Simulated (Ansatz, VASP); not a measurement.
One calculation of Ir, two programs

File INCAR:

```
ALGO     = Normal         # electronic algorithm
EDIFF    = 1E-6           # SCF threshold, eV
ENCUT    = 520            # plane-wave cutoff, eV
GGA      = PE             # functional
ISIF     = 2              # what is computed and relaxed
ISMEAR   = -1             # smearing method
LASPH    = T              # aspherical terms in the spheres
LCHARG   = F              # write CHGCAR
LREAL    = F              # projectors in reciprocal space
LWAVE    = F              # write WAVECAR
NBANDS   = 10             # bands
NELM     = 60             # most SCF steps
PREC     = Accurate       # precision mode
SIGMA    = 0.05           # smearing width, eV
```

The input KPOINTS:

```
k-points
0
Gamma
  15 15 15
```

Contents of POSCAR:

```
Ir
1.0
    0.0000000000      1.9580940000      1.9197000000
    1.9580940000      0.0000000000      1.9197000000
    1.9580940000      1.9580940000      0.0000000000
Ir
1
Direct
    0.0000000000      0.0000000000      0.0000000000
```

Input for Ansatz:

```yaml
crystal:
  lattice:
    - [0.0, 1.958094, 1.9197]
    - [1.958094, 0.0, 1.9197]
    - [1.958094, 1.958094, 0.0]
  atoms:
    - { symbol: Ir, position: [0.0, 0.0, 0.0] }
kpoints:
  mp_grid: { grid: [15, 15, 15] }
  band_path:
    path:
      - [0.0, 0.0, 0.0]
      - [0.0, 0.5, 0.5]
      - [0.25, 0.75, 0.5]
      - [0.0, 0.5, 0.0]
      - [0.0, 0.0, 0.0]
      - [0.5, 0.5, 0.0]
      - [0.38005, 0.61995, 0.0]
      - [-0.38005, 0.38005, 0.0]
      - [0.0, 0.0, 0.0]
    npoints: 5
scf:
  occupations: { method: fermi_dirac, width: 0.05 }
hamiltonian:
  xc: pbe
  pseudopotentials: { kind: all_electron, lapw: { basis_error: 0.0005 } }
output:
  forces: true
  stress: true
  eigenvalues: true
```

Change from the starting cell: equal xx and yy strain of +2 %.

Alike in both runs: task single point; functional PBE; k mesh 15 × 15 × 15; occupations fermi-dirac, width 0.05 eV; no spin polarisation.

|  | VASP | Ansatz |
| --- | --- | --- |
| version | VASP 6.6.1 | Ansatz 0.2.0 |
| potentials or method | VASP PAW PBE potentials, release 64 (Ir), cutoff 520 eV | all-electron LAPW, scalar-relativistic |

|  | VASP | Ansatz | Ansatz less VASP |
| --- | --- | --- | --- |
| pressure (GPa) | -4.7 | -5.2 | -0.48 |
| traceless stress, the component that is largest in VASP (GPa) | 4.54 | 4.57 | +0.031 |

Ansatz ran all-electron here, and VASP with PAW potentials.

Spin-orbit coupling is off throughout.
